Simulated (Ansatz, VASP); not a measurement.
One calculation of Sc3SiF, two programs

```
Sc Si F
1.0
     6.27933    0.00000    0.00000
    -3.13967    5.43806    0.00000
     0.00000    0.00000    4.86189
Sc Si F
6 2 2
Direct
  0.81925 0.63849 0.25000
  0.81925 0.18075 0.25000
  0.63849 0.81925 0.75000
  0.18075 0.36151 0.75000
  0.36151 0.18075 0.25000
  0.18075 0.81925 0.75000
  0.33333 0.66667 0.25000
  0.66667 0.33333 0.75000
  0.00000 0.00000 0.50000
  0.00000 0.00000 0.00000
```

Change from the starting cell: species swapped into the TlCoCl3 type (P6_3/mmc, No. 194).

Alike in both runs: functional PBE; k mesh 3 × 3 × 4; occupations gaussian, width 0.1 eV; no spin polarisation.

Ansatz relaxed the structure, and its values are those at the end. VASP's run is a single point on that final structure, the one shown.

|  | VASP | Ansatz |
| --- | --- | --- |
| version | VASP 6.6.1 | Ansatz 0.2.0 |
| potentials or method | VASP PAW PBE potentials, release 64 (Sc_sv, Si, F), cutoff 520 eV | scalar-relativistic, plane waves, PAW |
| valence electrons in the cell | 88 | 88 |

|  | VASP | Ansatz | Ansatz less VASP |
| --- | --- | --- | --- |
| gap on the k mesh at the Fermi level (eV) | none | none | - |
| pressure (GPa) | 0.3 | 0.1 | -0.18 |
| rms of the force components (eV/Å) | 0.010 | 0.000 | -0.0099 |

A gap of «none» marks a metal or a gap that the smearing closes.

The k mesh is coarse, so the values compare programs but aren't converged.
